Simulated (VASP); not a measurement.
# SiNi2 (Pnma) in VASP: single point with PBE

Aim: the single point of SiNi2 with PBE.

All numbers are computed with VASP 6.6.1; they aren't measurements. Logs are shortened: lines on timing, memory, paths and dates and some standing lists are left out, and cuts for length are marked.

## Step 1: The cell of the first run

It takes space group Pnma (No. 62, orthorhombic). The conventional cell has a = 5.014 Å, b = 3.733 Å, c = 7.079 Å, α = 90.00°, β = 90.00°, γ = 90.00°. Within 3.4 Å of Si (site symmetry m) lie 11 Ni at 2.31 to 3.34 Å and 4 Si at 3.16 to 3.26 Å. Within 3.1 Å of Ni (site symmetry m) lie 5 Si at 2.35 to 2.58 Å and 8 Ni at 2.57 to 2.72 Å. Ni (site symmetry m) has 5 Si at 2.31 to 2.75 Å and 8 Ni at 2.57 to 2.72 Å within 3.1 Å.

## Step 2: Single point, PBE

Contents of INCAR:

```
PREC = Accurate
ENCUT = 520
EDIFF = 1E-6
ISMEAR = 0
SIGMA = 0.1
LREAL = F
LASPH = T
NELM = 60
ALGO = Fast
ISIF = 2
LWAVE = F
LCHARG = T
GGA = PE
LELF = T
LVHAR = T
NBANDS = 60
```

Contents of KPOINTS:

```
regular mesh
0
Gamma
  10 12 6
```

Contents of POSCAR:

```
SiNi2
1.0
    5.0141520595      0.0000000000      0.0000000000
    0.0000000000      3.7330150472      0.0000000000
    0.0000000000      0.0000000000      7.0786379881
Si Ni
4 8
Direct
    0.2875951210      0.7500000000      0.6145147631
    0.7124048790      0.2500000000      0.3854852369
    0.2124048790      0.2500000000      0.1145147631
    0.7875951210      0.7500000000      0.8854852369
    0.9590660962      0.7500000000      0.2043565365
    0.0409339038      0.2500000000      0.7956434635
    0.5409339038      0.2500000000      0.7043565365
    0.4590660962      0.7500000000      0.2956434635
    0.8302020125      0.7500000000      0.5602610700
    0.1697979875      0.2500000000      0.4397389300
    0.6697979875      0.2500000000      0.0602610700
    0.3302020125      0.7500000000      0.9397389300
```

Potentials or basis: VASP PAW PBE potentials, release 64 (Si, Ni).

Launch:

```sh
$ cat potpaw_PBE.64/Si/POTCAR potpaw_PBE.64/Ni/POTCAR > POTCAR
$ mpirun -np 1 vasp_std > vasp.out
```

OUTCAR:

```text
PREC = Accurate
   ENCUT = 520
   EDIFF = 1E-6
   ISMEAR = 0
   LREAL = F
   LASPH = T
   NELM = 60
   ISIF = 2
   GGA = PE

 ion  position               nearest neighbor table
   1  0.288  0.750  0.615-  12 2.31  10 2.32  10 2.32   9 2.33   7 2.35   7 2.35   8 2.42   6 2.58
                             6 2.58   9 2.75
   2  0.712  0.250  0.385-  11 2.31   9 2.32   9 2.32  10 2.33   8 2.35   8 2.35   7 2.42   5 2.58
                             5 2.58  10 2.75
   3  0.212  0.250  0.115-  10 2.31  12 2.32  12 2.32  11 2.33   5 2.35   5 2.35   6 2.42   8 2.58
                             8 2.58  11 2.75
   4  0.788  0.750  0.885-   9 2.31  11 2.32  11 2.32  12 2.33   6 2.35   6 2.35   5 2.42   7 2.58
                             7 2.58  12 2.75
   5  0.959  0.750  0.204-   3 2.35   3 2.35   4 2.42  11 2.57  11 2.57   2 2.58   2 2.58   8 2.59
                             8 2.59   9 2.60  12 2.64  10 2.72  10 2.72
   6  0.041  0.250  0.796-   4 2.35   4 2.35   3 2.42  12 2.57  12 2.57   1 2.58   1 2.58   7 2.59
                             7 2.59  10 2.60  11 2.64   9 2.72   9 2.72
   7  0.541  0.250  0.704-   1 2.35   1 2.35   2 2.42   9 2.57   9 2.57   4 2.58   4 2.58   6 2.59
                             6 2.59  11 2.60  10 2.64  12 2.72  12 2.72
   8  0.459  0.750  0.296-   2 2.35   2 2.35   1 2.42  10 2.57  10 2.57   3 2.58   3 2.58   5 2.59
                             5 2.59  12 2.60   9 2.64  11 2.72  11 2.72
   9  0.830  0.750  0.560-   4 2.31   2 2.32   2 2.32   1 2.33   7 2.57   7 2.57   5 2.60   8 2.64
                            10 2.67  10 2.67   6 2.72   6 2.72   1 2.75
  10  0.170  0.250  0.440-   3 2.31   1 2.32   1 2.32   2 2.33   8 2.57   8 2.57   6 2.60   7 2.64
                             9 2.67   9 2.67   5 2.72   5 2.72   2 2.75
  11  0.670  0.250  0.060-   2 2.31   4 2.32   4 2.32   3 2.33   5 2.57   5 2.57   7 2.60   6 2.64
                            12 2.67  12 2.67   8 2.72   8 2.72   3 2.75
  12  0.330  0.750  0.940-   1 2.31   3 2.32   3 2.32   4 2.33   6 2.57   6 2.57   8 2.60   5 2.64
                            11 2.67  11 2.67   7 2.72   7 2.72   4 2.75

  LATTYP: Found a simple orthorhombic cell.
 ALAT       =     3.7330150472
 B/A-ratio  =     1.3431909585
 C/A-ratio  =     1.8962254099

  Lattice vectors:

 A1 = (   0.0000000000,  -3.7330150472,   0.0000000000)
 A2 = (   5.0141520595,   0.0000000000,   0.0000000000)
 A3 = (   0.0000000000,   0.0000000000,   7.0786379881)

Analysis of symmetry for initial positions (statically):
=====================================================================
 Subroutine PRICEL returns:
 Original cell was already a primitive cell.

 Routine SETGRP: Setting up the symmetry group for a
 simple orthorhombic supercell.

 Subroutine GETGRP returns: Found  8 space group operations
 (whereof  2 operations were pure point group operations)
 out of a pool of  8 trial point group operations.

The static configuration has the point symmetry S_2 .
 The point group associated with its full space group is D_2h.

Analysis of symmetry for dynamics (positions and initial velocities):
=====================================================================
 Subroutine PRICEL returns:
 Original cell was already a primitive cell.

 Routine SETGRP: Setting up the symmetry group for a
 simple orthorhombic supercell.

 Subroutine GETGRP returns: Found  8 space group operations
 (whereof  2 operations were pure point group operations)
 out of a pool of  8 trial point group operations.

The dynamic configuration has the point symmetry S_2 .
 The point group associated with its full space group is D_2h.

 Subroutine INISYM returns: Found  8 space group operations
 (whereof  2 operations are pure point group operations),
 and found     1 'primitive' translations

----------------------------------------------------------------------------------------

                                     Primitive cell

  volume of cell :     132.4973

  direct lattice vectors                    reciprocal lattice vectors
     5.014152059  0.000000000  0.000000000     0.199435515  0.000000000  0.000000000
     0.000000000  3.733015047  0.000000000     0.000000000  0.267879981  0.000000000
     0.000000000  0.000000000  7.078637988     0.000000000  0.000000000  0.141270115

  length of vectors
     5.014152059  3.733015047  7.078637988     0.199435515  0.267879981  0.141270115

  position of ions in fractional coordinates (direct lattice)
[... 41 lines left out ...]
     0.000000000  0.000000000  0.023545019     0.000000000  0.000000000  0.166666667

  Length of vectors
     0.019943552  0.022323332  0.023545019

  Shift w.r.t. Gamma in fractional coordinates (k-lattice)
     0.000000000  0.000000000  0.000000000

 Subroutine IBZKPT returns following result:
 ===========================================

 Found    168 irreducible k-points:

 Following reciprocal coordinates:
            Coordinates               Weight
  0.000000  0.000000  0.000000      1.000000
  0.100000  0.000000  0.000000      2.000000
  0.200000  0.000000  0.000000      2.000000
  0.300000  0.000000  0.000000      2.000000
  0.400000  0.000000  0.000000      2.000000
  0.500000  0.000000  0.000000      1.000000
[... 16 lines left out ...]
  0.400000  0.250000  0.000000      4.000000
  0.500000  0.250000  0.000000      2.000000
 [... further k-points ...]
   k-points           NKPTS =    168   k-points in BZ     NKDIM =    168   number of bands    NBANDS=     60
   number of dos      NEDOS =    301   number of ions     NIONS =     12
   total plane-waves  NPLWV =  60480
   dimension x,y,z NGX =    40 NGY =   28 NGZ =   54
   dimension x,y,z NGXF=    80 NGYF=   56 NGZF=  108
   ions per type =               4   8
   NGX,Y,Z   is equivalent  to a cutoff of  13.26, 12.47, 12.68 a.u.
   NGXF,Y,Z  is equivalent  to a cutoff of  26.52, 24.94, 25.36 a.u.
 SYSTEM =  unknown system
   PREC   = accura    normal or accurate (medium, high low for compatibility)
   ISTART =      0    job   : 0-new  1-cont  2-samecut
   ICHARG =      2    charge: 1-file 2-atom 10-const
   ISPIN  =      1    spin polarized calculation?
   LNONCOLLINEAR =      F non collinear calculations
   LSORBIT =      F    spin-orbit coupling
   LASPH  =      T    aspherical Exc in radial PAW
   ENCUT  =  520.0 eV  38.22 Ry    6.18 a.u.   9.32  6.94 13.16*2*pi/ulx,y,z
   NELM   =     60;   NELMIN=  2; NELMDL= -5     # of ELM steps
   EDIFF  = 0.1E-05   stopping-criterion for ELM
   LREAL  =      F    real-space projection
   EDIFFG = 0.1E-04   stopping-criterion for IOM
   NSW    =      0    number of steps for IOM
   IBRION =     -1    ionic relax: 0-MD 1-quasi-New 2-CG
   NFREE  =      0    steps in history (QN), initial steepest desc. (CG)
   ISIF   =      2    stress and relaxation
   ISYM   =      2    0-nonsym 1-usesym 2-fastsym
   POTIM  = 0.5000    time-step for ionic-motion
   TEBEG  =    0.0;   TEEND  =   0.0 temperature during run
   PSTRESS=    0.0 pullay stress
   NELECT =      96.0000    total number of electrons
   NUPDOWN=      -1.0000    fix difference up-down
   EMIN   =  10.00;   EMAX   =-10.00  energy-range for DOS
   EFERMI =   0.00;   METHOD = LEGACY
   ISMEAR =     0;   SIGMA  =   0.10  broadening in eV -4-tet -1-fermi 0-gaus
   EFERMI_NEDOS =   21; number of points for ismear=-14 and -15
   IALGO  =     68    algorithm
   IMIX   =      4    mixing-type and parameters
     AMIX     =   0.40;   BMIX     =  1.00
     AMIX_MAG =   1.60;   BMIX_MAG =  1.00
  volume/ion in A,a.u.               =      11.04        74.51
  Fermi-wavevector in a.u.,A,eV,Ry     =   1.470380  2.778615 29.416033  2.162017
  Thomas-Fermi vector in A             =   2.585644
   LORBIT       =      0    0 simple, 1 ext, 2 COOP (PROOUT), +10 PAW based schemes
   GGA     = PE    functional components
   LHFCALC =     F    Hartree Fock is set to
   AEXX    =    0.0000 exact exchange contribution
   IVDW    =     0    specifies the selected vdW correction
   LEPSILON=     F    determine dielectric tensor
   LRPA    =     F    only Hartree local field effects (RPA)
 non-spin polarized calculation
 RMM-DIIS sequential band-by-band and
 Gauss-broadening in eV      SIGMA  =   0.10
  energy-cutoff  :      520.00
  volume of cell :      132.50
 maximum number of plane-waves:      3616
 NGX is ok and might be reduce to    40
   NGX = 19   NGY = 13   NGZ = 27

 number of electron      95.9999966 magnetization

 Free energy of the ion-electron system (eV)
  ---------------------------------------------------
  ext. energy  EPLUGINS =         0.00000000
  ---------------------------------------------------
  free energy    TOTEN  =       -72.10755718 eV

  energy without entropy =      -72.07663427  energy(sigma->0) =      -72.09209573

 E-fermi :  10.9660     XC(G=0): -12.8677

 val. band max:       10.9646595122   @ k =   0.0000   0.4167   0.3333
 cond. band min:      10.9689391314   @ k =   0.2000   0.4167   0.1667
 fundamental gap:      0.0042796192
 Fermi energy:        10.9660119884

 k-point     1 :       0.0000    0.0000    0.0000
  band No.  band energies     occupation
      1      -1.5874      2.00000
      2       0.9657      2.00000
      3       1.0205      2.00000
      4       2.8210      2.00000
      5       4.4182      2.00000
      6       4.8890      2.00000
[... 1501 lines left out ...]
     59      15.9202      0.00000
     60      15.9202      0.00000

 [... further k-points ...]

------------------------ aborting loop because EDIFF is reached ----------------------------------------

  FORCE on cell =-STRESS in cart. coord.  units (eV):
  Direction    XX          YY          ZZ          XY          YZ          ZX
  --------------------------------------------------------------------------------------
  -------------------------------------------------------------------------------------
  Total        0.0024906      0.0776128     -0.0014505     -0.0000000      0.0000000      0.0000000
  in kB        0.0301162      0.9385061     -0.0175392     -0.0000000      0.0000000      0.0000000
  external PRESSURE =       0.3170277 kB  Pullay stress =       0.0000000 kB

 VOLUME and BASIS-vectors are now :
 -----------------------------------------------------------------------------
  energy-cutoff  :      520.00
  volume of cell :      132.50
      direct lattice vectors                 reciprocal lattice vectors
     5.014152059  0.000000000  0.000000000     0.199435515  0.000000000  0.000000000
     0.000000000  3.733015047  0.000000000     0.000000000  0.267879981  0.000000000
     0.000000000  0.000000000  7.078637988     0.000000000  0.000000000  0.141270115

 POSITION                                       TOTAL-FORCE (eV/Angst)
 -----------------------------------------------------------------------------------
      1.44205      2.79976      4.34993        -0.005310     -0.000000     -0.000950
      3.57211      0.93325      2.72871         0.005310      0.000000      0.000950
      1.06503      0.93325      0.81061         0.005310      0.000000     -0.000950
      3.94912      2.79976      6.26803        -0.005310     -0.000000      0.000950
      4.80890      2.79976      1.44657        -0.008257     -0.000000      0.006538
      0.20525      0.93325      5.63207         0.008257     -0.000000     -0.006538
      2.71232      0.93325      4.98588         0.008257      0.000000      0.006538
      2.30183      2.79976      2.09275        -0.008257      0.000000     -0.006538
      4.16276      2.79976      3.96589        -0.003163      0.000000     -0.001607
      0.85139      0.93325      3.11275         0.003163     -0.000000      0.001607
      3.35847      0.93325      0.42657         0.003163      0.000000     -0.001607
      1.65568      2.79976      6.65207        -0.003163      0.000000      0.001607
 -----------------------------------------------------------------------------------
    total drift:                               -0.000000     -0.000000      0.000000

  FREE ENERGIE OF THE ION-ELECTRON SYSTEM (eV)
  ---------------------------------------------------
  free  energy   TOTEN  =       -72.1075571828 eV

  energy  without entropy=      -72.0766342739  energy(sigma->0) =      -72.09209573
```

It took 27 min on 1 thread of Oxide Virtual Turin-like, shared host; peak memory 0.89 GiB.

What came out:

| Property | Result |
| --- | --- |
| Free energy | -72.1076 eV |
| Pressure | 0.0 GPa |
| Largest force | 0.011 eV/Å |
| Band gap on the k mesh | zero (bands 48 and 49 overlap by 1.76 eV) |

Forces in eV/Å, atoms in the order of the input:
```
Si  -0.005  0.000 -0.001
Si   0.005  0.000  0.001
Si   0.005  0.000 -0.001
Si  -0.005  0.000  0.001
Ni  -0.008  0.000  0.007
Ni   0.008  0.000 -0.007
Ni   0.008  0.000  0.007
Ni  -0.008  0.000 -0.007
Ni  -0.003  0.000 -0.002
Ni   0.003  0.000  0.002
Ni   0.003  0.000 -0.002
Ni  -0.003  0.000  0.002
```

Spin polarisation is off, so any magnetic state and its effect on volume and gap are missing.
